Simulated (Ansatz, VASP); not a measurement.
Two plane-wave programs on HfO2

```
Hf O
1.0
     2.52916   -2.52916    0.00000
     2.52916    0.00000   -2.52916
     5.92435    5.92435    5.92435
Hf O
3 6
Direct
  0.00000 0.00000 0.71153
  0.33333 0.33333 0.42692
  0.66667 0.66667 0.14232
  0.66667 0.66667 0.35577
  0.00000 0.00000 0.07117
  0.33333 0.33333 0.64038
  0.66667 0.66667 0.78268
  0.00000 0.00000 0.49808
  0.33333 0.33333 0.21347
```

Alike in both runs: task single point; functional r2SCAN; k mesh 7 × 7 × 3; occupations gaussian, width 0.05 eV; no spin polarisation.

|  | VASP | Ansatz |
| --- | --- | --- |
| version | VASP 6.6.1 | Ansatz 0.2.0 |
| potentials or method | VASP PAW PBE potentials, release 64 (Hf_pv, O), cutoff 520 eV | scalar-relativistic, plane waves, PAW |
| valence electrons in the cell | 66 | 114 |

```csv
,VASP,Ansatz,Ansatz less VASP
gap on the k mesh at the Fermi level (eV),4.72,4.73,+0.011
least direct gap on the mesh (eV),4.79,4.78,-0.003
pressure (GPa),-11.6,-8.5,+3.13
"traceless stress, the component that is largest in VASP (GPa)",2.35,2.04,-0.313
rms of the force components (eV/Å),0.323,0.315,-0.0078
```

VASP's potentials were made for PBE, not for r2SCAN. Atom by atom the forces differ by 0.050 eV/Å (rms over components). VASP's potentials hold 66 valence electrons a cell and Ansatz's 114, so a difference there can come from the potentials and not from the codes.

Neither program's run includes spin-orbit coupling.
